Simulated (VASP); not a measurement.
# CdSe (NiAs type) (P6_3/mmc) in VASP: relaxation of cell and atoms with PBE

Aim: the relaxation of cell and atoms of CdSe (NiAs type) with PBE.

Everything below comes from runs of VASP 6.6.1. Logs are shortened: lines on timing, memory, paths and dates and some standing lists are left out, and cuts for length are marked.

### 1 The cell of the first run

It takes space group P6_3/mmc (No. 194, hexagonal). Conventional cell: a = 4.030 Å, b = 4.030 Å, c = 6.247 Å, α = 90.00°, β = 90.00°, γ = 120.00°. Cd (site symmetry -3m) has 6 Se at 2.80 Å and 2 Cd at 3.12 Å within 3.7 Å. Se (site symmetry -6m2) has 6 Cd at 2.80 Å within 3.7 Å.

### 2 Relaxation of cell and atoms, PBE, target pressure 5.2 GPa, at which the enthalpy is minimised

Input file INCAR:

```
SYSTEM = CdSe
  ALGO = Normal
  EDIFF = 1E-6
  EDIFFG = -0.005
  ENCUT = 600
  GGA = PE
  IBRION = 2
  ISIF = 3
  ISMEAR = -1
  LASPH = .True.
  LCHARG = .False.
  LREAL = .False.
  LWAVE = .False.
  NELM = 100
  NSW = 60
  PREC = Accurate
  PSTRESS = 52.0
  SIGMA = 0.05
```

Input file KPOINTS:

```
k-points
0
Gamma
  10 10 6
  0 0 0
```

Input file POSCAR:

```
CdSe
1.0
    4.0300726392      0.0000000000      0.0000000000
   -2.0150363196      3.4901452847      0.0000000000
    0.0000000000      0.0000000000      6.2466125908
Cd Se
2 2
Direct
    0.0000000000      0.0000000000      0.0000000000
    0.0000000000      0.0000000000      0.5000000000
    0.3333333333      0.6666666667      0.2500000000
    0.6666666667      0.3333333333      0.7500000000
```

Potentials or basis: VASP PAW PBE potentials, release 64 (Cd, Se).

Launch:

```console
cat potpaw_PBE.64/Cd/POTCAR potpaw_PBE.64/Se/POTCAR > POTCAR
mpirun -np 1 vasp_std > vasp.out
```

OUTCAR:

```text
SYSTEM = CdSe
   EDIFF = 1E-6
   EDIFFG = -0.005
   ENCUT = 600
   GGA = PE
   IBRION = 2
   ISIF = 3
   ISMEAR = -1
   LASPH = .True.
   LREAL = .False.
   NELM = 100
   NSW = 60
   PREC = Accurate
   PSTRESS = 52.0

 ion  position               nearest neighbor table
   1  0.000  0.000  0.000-   3 2.80   4 2.80   4 2.80   3 2.80   4 2.80   3 2.80   2 3.12   2 3.12

   2  0.000  0.000  0.500-   3 2.80   4 2.80   4 2.80   3 2.80   4 2.80   3 2.80   1 3.12   1 3.12

   3  0.333  0.667  0.250-   1 2.80   2 2.80   1 2.80   2 2.80   1 2.80   2 2.80
   4  0.667  0.333  0.750-   1 2.80   2 2.80   1 2.80   2 2.80   1 2.80   2 2.80

  LATTYP: Found a hexagonal cell.
 ALAT       =     4.0300726392
 C/A-ratio  =     1.5500000000

  Lattice vectors:

 A1 = (   4.0300726392,   0.0000000000,   0.0000000000)
 A2 = (  -2.0150363196,   3.4901452847,   0.0000000000)
 A3 = (   0.0000000000,   0.0000000000,   6.2466125908)

Analysis of symmetry for initial positions (statically):
=====================================================================
 Subroutine PRICEL returns:
 Original cell was already a primitive cell.

 Routine SETGRP: Setting up the symmetry group for a
 hexagonal supercell.

 Subroutine GETGRP returns: Found 24 space group operations
 (whereof 12 operations were pure point group operations)
 out of a pool of 24 trial point group operations.

The static configuration has the point symmetry D_3d.
 The point group associated with its full space group is D_6h.

Analysis of symmetry for dynamics (positions and initial velocities):
=====================================================================
 Subroutine PRICEL returns:
 Original cell was already a primitive cell.

 Routine SETGRP: Setting up the symmetry group for a
 hexagonal supercell.

 Subroutine GETGRP returns: Found 24 space group operations
 (whereof 12 operations were pure point group operations)
 out of a pool of 24 trial point group operations.

The dynamic configuration has the point symmetry D_3d.
 The point group associated with its full space group is D_6h.

 Subroutine INISYM returns: Found 24 space group operations
 (whereof 12 operations are pure point group operations),
 and found     1 'primitive' translations

----------------------------------------------------------------------------------------

                                     Primitive cell

  volume of cell :      87.8620

  direct lattice vectors                    reciprocal lattice vectors
     4.030072639  0.000000000  0.000000000     0.248134485  0.143260512  0.000000000
    -2.015036320  3.490145285  0.000000000     0.000000000  0.286521024  0.000000000
     0.000000000  0.000000000  6.246612591     0.000000000  0.000000000  0.160086765

  length of vectors
     4.030072639  4.030072639  6.246612591     0.286521024  0.286521024  0.160086765

  position of ions in fractional coordinates (direct lattice)
     0.000000000  0.000000000  0.000000000
     0.000000000  0.000000000  0.500000000
     0.333333333  0.666666667  0.250000000
     0.666666667  0.333333333  0.750000000

  ion indices of the primitive-cell ions
   primitive index   ion index
                 1           1
                 2           2
                 3           3
                 4           4

----------------------------------------------------------------------------------------

 KPOINTS: k-points

Automatic generation of k-mesh.
 Grid dimensions read from file:
 generate k-points for:   10   10    6

 Generating k-lattice:

  Cartesian coordinates                     Fractional coordinates (reciprocal lattice)
     0.024813449  0.014326051  0.000000000     0.100000000  0.000000000  0.000000000
     0.000000000  0.028652102  0.000000000     0.000000000  0.100000000  0.000000000
     0.000000000  0.000000000  0.026681127     0.000000000  0.000000000  0.166666667

  Length of vectors
     0.028652102  0.028652102  0.026681127

  Shift w.r.t. Gamma in fractional coordinates (k-lattice)
     0.000000000  0.000000000  0.000000000

 Subroutine IBZKPT returns following result:
 ===========================================

 Found     56 irreducible k-points:

 Following reciprocal coordinates:
            Coordinates               Weight
  0.000000  0.000000  0.000000      1.000000
  0.100000  0.000000  0.000000      6.000000
  0.200000  0.000000  0.000000      6.000000
  0.300000  0.000000  0.000000      6.000000
  0.400000  0.000000  0.000000      6.000000
  0.500000  0.000000  0.000000      3.000000
[... 16 lines left out ...]
  0.300000  0.100000  0.166667     24.000000
  0.400000  0.100000  0.166667     24.000000
 [... further k-points ...]
   k-points           NKPTS =     56   k-points in BZ     NKDIM =     56   number of bands    NBANDS=     22
   number of dos      NEDOS =    301   number of ions     NIONS =      4
   total plane-waves  NPLWV =  51200
   dimension x,y,z NGX =    32 NGY =   32 NGZ =   50
   dimension x,y,z NGXF=    64 NGYF=   64 NGZF=  100
   ions per type =               2   2
   NGX,Y,Z   is equivalent  to a cutoff of  13.20, 13.20, 13.31 a.u.
   NGXF,Y,Z  is equivalent  to a cutoff of  26.40, 26.40, 26.61 a.u.
 SYSTEM =  CdSe
   PREC   = accura    normal or accurate (medium, high low for compatibility)
   ISTART =      0    job   : 0-new  1-cont  2-samecut
   ICHARG =      2    charge: 1-file 2-atom 10-const
   ISPIN  =      1    spin polarized calculation?
   LNONCOLLINEAR =      F non collinear calculations
   LSORBIT =      F    spin-orbit coupling
   LASPH  =      T    aspherical Exc in radial PAW
   ENCUT  =  600.0 eV  44.10 Ry    6.64 a.u.   8.05  8.05 12.48*2*pi/ulx,y,z
   NELM   =    100;   NELMIN=  2; NELMDL= -5     # of ELM steps
   EDIFF  = 0.1E-05   stopping-criterion for ELM
   LREAL  =      F    real-space projection
   EDIFFG = -.5E-02   stopping-criterion for IOM
   NSW    =     60    number of steps for IOM
   IBRION =      2    ionic relax: 0-MD 1-quasi-New 2-CG
   NFREE  =      1    steps in history (QN), initial steepest desc. (CG)
   ISIF   =      3    stress and relaxation
   ISYM   =      2    0-nonsym 1-usesym 2-fastsym
   POTIM  = 0.5000    time-step for ionic-motion
   TEBEG  =    0.0;   TEEND  =   0.0 temperature during run
   PSTRESS=   52.0 pullay stress
   NELECT =      36.0000    total number of electrons
   NUPDOWN=      -1.0000    fix difference up-down
   EMIN   =  10.00;   EMAX   =-10.00  energy-range for DOS
   EFERMI =   0.00;   METHOD = LEGACY
   ISMEAR =    -1;   SIGMA  =   0.05  broadening in eV -4-tet -1-fermi 0-gaus
   EFERMI_NEDOS =   21; number of points for ismear=-14 and -15
   IALGO  =     38    algorithm
   IMIX   =      4    mixing-type and parameters
     AMIX     =   0.40;   BMIX     =  1.00
     AMIX_MAG =   1.60;   BMIX_MAG =  1.00
  volume/ion in A,a.u.               =      21.97       148.23
  Fermi-wavevector in a.u.,A,eV,Ry     =   1.215930  2.297775 20.116030  1.478486
  Thomas-Fermi vector in A             =   2.351301
   LORBIT       =      0    0 simple, 1 ext, 2 COOP (PROOUT), +10 PAW based schemes
   GGA     = PE    functional components
   LHFCALC =     F    Hartree Fock is set to
   AEXX    =    0.0000 exact exchange contribution
   IVDW    =     0    specifies the selected vdW correction
   LEPSILON=     F    determine dielectric tensor
   LRPA    =     F    only Hartree local field effects (RPA)
 conjugate gradient relaxation of ions
 non-spin polarized calculation
  energy-cutoff  :      600.00
  volume of cell :       87.86
 maximum number of plane-waves:      2982
   NGX = 17   NGY = 17   NGZ = 25

--------------------------------------- Ionic step        1  -------------------------------------------

 number of electron      35.9999999 magnetization

 Free energy of the ion-electron system (eV)
  ---------------------------------------------------
  ext. energy  EPLUGINS =         0.00000000
  ---------------------------------------------------
  free energy    TOTEN  =       -10.09018203 eV

  energy without entropy =      -10.08944642  energy(sigma->0) =      -10.08981422

------------------------ aborting loop because EDIFF is reached ----------------------------------------

  FORCE on cell =-STRESS in cart. coord.  units (eV):
  Direction    XX          YY          ZZ          XY          YZ          ZX
  --------------------------------------------------------------------------------------
  -------------------------------------------------------------------------------------
  Total        3.1391210      3.1391210      5.3767155     -0.0000000      0.0000000     -0.0000000
  in kB       57.2423813     57.2423813     98.0452798     -0.0000000      0.0000000     -0.0000000
  external PRESSURE =      18.8433475 kB  Pullay stress =      52.0000000 kB

 VOLUME and BASIS-vectors are now :
 -----------------------------------------------------------------------------
  energy-cutoff  :      600.00
  volume of cell :       87.86
      direct lattice vectors                 reciprocal lattice vectors
     4.030072639  0.000000000  0.000000000     0.248134485  0.143260512  0.000000000
    -2.015036320  3.490145285  0.000000000     0.000000000  0.286521024  0.000000000
     0.000000000  0.000000000  6.246612591     0.000000000  0.000000000  0.160086765
[... 210 lines left out ...]
  FREE ENERGIE OF THE ION-ELECTRON SYSTEM (eV)
  ---------------------------------------------------
  free  energy   TOTEN  =       -10.2038824964 eV

  energy  without entropy=      -10.2029429793  energy(sigma->0) =      -10.20341274

  enthalpy is  TOTEN    =        -7.3001636885 eV   P V=        2.9037188079

--------------------------------------- Ionic step        7  -------------------------------------------

 number of electron      36.0000002 magnetization

 Free energy of the ion-electron system (eV)
  ---------------------------------------------------
  ext. energy  EPLUGINS =         0.00000000
  ---------------------------------------------------
  free energy    TOTEN  =       -10.20198827 eV

  energy without entropy =      -10.20105472  energy(sigma->0) =      -10.20152150

 E-fermi :   3.0095     XC(G=0): -10.2669

 val. band max:        2.9184955511   @ k =   0.0000   0.0000   0.0000
 cond. band min:       3.2210899579   @ k =   0.3000   0.3000   0.0000
 fundamental gap:      0.3025944068
 Fermi energy:         3.0094848528

 k-point     1 :       0.0000    0.0000    0.0000
  band No.  band energies     occupation
      1     -10.4684      2.00000
      2      -9.4465      2.00000
      3      -5.6000      2.00000
      4      -5.5754      2.00000
      5      -5.5754      2.00000
      6      -5.2607      2.00000
[... 14 lines left out ...]
     21       8.9752      0.00000
     22       8.9752      0.00000
[... 552 lines left out ...]
  band No.  band energies     occupation
      1      -9.5722      2.00000
      2      -9.4260      2.00000
      3      -5.5905      2.00000
      4      -5.5507      2.00000
      5      -5.4347      2.00000
      6      -5.4057      2.00000
[... 14 lines left out ...]
     21       6.9597      0.00000
     22       8.5801      0.00000

 [... further k-points ...]
[... 5 lines left out ...]
  --------------------------------------------------------------------------------------
  -------------------------------------------------------------------------------------
  Total        2.9087326      2.9087326      2.9172616      0.0000000      0.0000000      0.0000000
  in kB       52.1239280     52.1239280     52.2767671      0.0000000      0.0000000      0.0000000
  external PRESSURE =       0.1748743 kB  Pullay stress =      52.0000000 kB

 VOLUME and BASIS-vectors are now :
 -----------------------------------------------------------------------------
  energy-cutoff  :      600.00
  volume of cell :       89.41
      direct lattice vectors                 reciprocal lattice vectors
     3.961656129  0.000000000 -0.000000000     0.252419687  0.145734574 -0.000000000
    -1.980828064  3.430894849  0.000000000    -0.000000000  0.291469148 -0.000000000
     0.000000000  0.000000000  6.577987732     0.000000000 -0.000000000  0.152022175

 POSITION                                       TOTAL-FORCE (eV/Angst)
 -----------------------------------------------------------------------------------
      3.96166      0.00000     -0.00000         0.000000     -0.000000      0.000000
      3.96166      0.00000      3.28899         0.000000     -0.000000      0.000000
     -0.00000      2.28726      1.64450        -0.000000      0.000000     -0.000000
      1.98083      1.14363      4.93349         0.000000      0.000000      0.000000
 -----------------------------------------------------------------------------------
    total drift:                                0.000000     -0.000000     -0.000000

  FREE ENERGIE OF THE ION-ELECTRON SYSTEM (eV)
  ---------------------------------------------------
  free  energy   TOTEN  =       -10.2019882674 eV

  energy  without entropy=      -10.2010547243  energy(sigma->0) =      -10.20152150

  enthalpy is  TOTEN    =        -7.3001713758 eV   P V=        2.9018168916

 reached required accuracy - stopping structural energy minimisation
```

It took 7.6 min on 1 thread of Intel Xeon Platinum 8259CL at 2.50GHz (Skylake/Cascade Lake), shared host; peak memory 0.31 GiB.

Results:

| Quantity | Value |
| --- | --- |
| Free energy | -10.2020 eV |
| Relaxed volume | 22.35 Å³/atom |
| Relaxed cell | a = 3.962 Å, b = 3.962 Å, c = 6.578 Å, α = 90.00°, β = 90.00°, γ = 120.00° |
| Space group after relaxing (to 0.1 Å) | P6_3/mmc (No. 194) |
| Energy change on relaxing (the run minimises the enthalpy) | -28.0 meV/atom |
| Ionic steps | 7 |
| Pressure after relaxing | 5.2 GPa |
| Band gap on the k mesh | 0.07 eV (least direct gap 0.10 eV) |

The path:
| step | energy change (eV) | largest force (eV/Å) | pressure (GPa) | volume (Å³) |
| --- | --- | --- | --- | --- |
| 1 | 0.0000 | 0.0000 | 7.08 | 87.86 |
| 2 | -0.1426 | 0.0000 | 3.84 | 91.17 |
| 3 | -0.1348 | 0.0000 | 4.04 | 90.92 |
| 4 | -0.1288 | 0.0000 | 4.69 | 90.07 |
| 5 | -0.1146 | 0.0000 | 5.15 | 89.50 |
| 6 | -0.1137 | 0.0000 | 5.17 | 89.47 |
| 7 | -0.1118 | 0.0000 | 5.22 | 89.41 |

Final structure:
```
Cd Se
1.0
     3.96166    0.00000    0.00000
    -1.98083    3.43089    0.00000
     0.00000    0.00000    6.57799
Cd Se
2 2
Direct
  0.00000 0.00000 0.00000
  0.00000 0.00000 0.50000
  0.33333 0.66667 0.25000
  0.66667 0.33333 0.75000
```

Caveat: the cell is relaxed towards a set pressure, so the run minimises the enthalpy, not the energy; the smearing spreads over this small gap; semilocal functionals underestimate gaps, and a narrow one can read as zero.

The gap in the log of VASP goes by the Fermi energy; the results here count the filled bands.